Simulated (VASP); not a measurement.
Here is a VASP 6.6.1 calculation.

Contents of INCAR:

```
SYSTEM = In
ALGO = Fast
EDIFF = 1E-7
ENCUT = 520
GGA = PE
ISIF = 2
ISMEAR = 0
LASPH = .TRUE.
LCHARG = .TRUE.
LELF = .TRUE.
LREAL = .FALSE.
LVHAR = .TRUE.
LWAVE = .FALSE.
NBANDS = 12
NELM = 80
PREC = Accurate
SIGMA = 0.1
```

Contents of KPOINTS:

```
k-points
0
G
  14 14 14
  0 0 0
```

Contents of POSCAR:

```
In
1.0
    3.0877859122      0.0000000000      0.0000000000
    0.0000000000      3.0877859122      0.0000000000
    0.0000000000      0.0000000000      3.0877859122
In
1
Direct
    0.0000000000      0.0000000000      0.0000000000
```

Potentials or basis: VASP PAW PBE potentials, release 64 (In_d).

Run with:

```console
$ cat potpaw_PBE.64/In_d/POTCAR > POTCAR
$ mpirun -np 1 vasp_std > vasp.out
```

(1) Estimate the pressure.

(2) Estimate the band gap on the k mesh.

Answers

(1) 0.0 GPa.

(2) zero (an odd number of electrons rules out a gap without spin polarisation).

Caveat: spin-orbit coupling is left out, which moves the levels of the heavy elements.
